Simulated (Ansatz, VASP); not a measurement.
## InAs: VASP beside Ansatz

```
CELL_PARAMETERS angstrom
0.00000 3.01800 3.01800
3.01800 0.00000 3.01800
3.01800 3.01800 0.00000
ATOMIC_POSITIONS crystal
In 0.00000 0.00000 0.00000
As 0.75000 0.75000 0.75000
```

Alike in both runs: functional HSE06; k mesh 4 × 4 × 4; occupations fermi-dirac, width 0.05 eV; no spin polarisation.

|  | VASP | Ansatz |
| --- | --- | --- |
| version | VASP 6.6.1 | Ansatz 0.2.0 |
| potentials or method | VASP PAW PBE potentials, release 64 (In_d, As) | Ansatz PAW |
| plane-wave cutoff (eV) | 520 | 420 |
| valence electrons in the cell | 18 | 28 |
| task | single point | band structure |

```tsv
	VASP	Ansatz	Ansatz less VASP
gap on the k mesh at the Fermi level (eV)	0.61	0.62	+0.002
least direct gap on the mesh (eV)	0.61	0.62	+0.002
pressure (GPa)	2.2	2.4	+0.19
```

VASP's potentials hold 18 valence electrons a cell and Ansatz's 28, so a difference there can come from the potentials and not from the codes.

The k mesh is coarse, so the values compare programs but aren't converged.
